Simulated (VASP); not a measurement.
Input of a VASP 6.6.1 run:

INCAR

```
SYSTEM = CdTe
PREC = Accurate ; ENCUT = 520
EDIFF = 1E-6 ; ISMEAR = 0
SIGMA = 0.02 ; LREAL = .False.
LASPH = .True. ; NELM = 80
ALGO = Normal ; ISIF = 2
LWAVE = .False. ; LCHARG = .True.
GGA = PE ; LELF = .True.
LVHAR = .True. ; NBANDS = 16
```

Contents of KPOINTS:

```
regular mesh
0
Gamma
  10 10 10
  0 0 0
```

POSCAR

```
CdTe
1.0
    0.0000000000      3.2411434657      3.2411434657
    3.2411434657      0.0000000000      3.2411434657
    3.2411434657      3.2411434657      0.0000000000
Cd Te
1 1
Direct
    0.0000000000      0.0000000000      0.0000000000
    0.2500000000      0.2500000000      0.2500000000
```

Potentials or basis: VASP PAW PBE potentials, release 64 (Cd, Te).

Launch:

```bash
$ cat potpaw_PBE.64/Cd/POTCAR potpaw_PBE.64/Te/POTCAR > POTCAR
$ mpirun -np 1 vasp_std > vasp.out
```

Question: What does it give for the pressure?

Answer: 2.7 GPa.

Question: Predict the band gap on the k mesh.

Answer: 0.77 eV, direct.

Caveat: spin-orbit coupling is left out, which moves the levels of the heavy elements.
